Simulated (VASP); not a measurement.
Write the native input for VASP 6.6.1 that does the following.

| Quantity | Value |
| --- | --- |
| Task | single point |
| Functional | PBEsol |
| Potentials or basis | VASP PAW PBE potentials, release 64 (La) |
| Cutoff | 520 eV |
| k mesh | 11 × 11 × 11 |
| Occupations | fermi-dirac, width 0.1 eV |
| Spin | no spin polarisation |
| Dipole correction | no |
| Further INCAR settings | ALGO = Normal; EDIFF = 1e-06; NBANDS = 12 |

The structure of La lies in POSCAR:

```
La
1.0
    3.1338263881      0.0000000000      0.0000000000
    0.0000000000      3.1338263881      0.0000000000
    0.0000000000      0.0000000000      3.1338263881
La
1
Direct
    0.0000000000      0.0000000000      0.0000000000
```

This cell differs from its parent crystal: volume scaled by 0.92.

These files were run (other wordings do the same):

INCAR

```
SYSTEM = La
PREC = Accurate
ENCUT = 520
EDIFF = 1E-6
ISMEAR = -1
SIGMA = 0.1
LREAL = .FALSE.
LASPH = .TRUE.
NELM = 100
ALGO = Normal
ISIF = 2
LWAVE = .FALSE.
LCHARG = .FALSE.
GGA = PS
NBANDS = 12
```

KPOINTS

```
Automatic mesh
0
G
  11 11 11
  0 0 0
```

Potentials or basis: VASP PAW PBE potentials, release 64 (La).

Run with:

```sh
$ cat potpaw_PBE.64/La/POTCAR > POTCAR
$ mpirun -np 1 vasp_std > vasp.out
```

It gave:

The pressure is 2.6 GPa.

Caveat: the PAW data sets were made with another functional, which shifts forces and pressure a little.

Run time: 12 s on 1 thread of Intel(R) Xeon(R) 6975P-C (Granite Rapids) (shared host), peak memory 0.16 GiB.
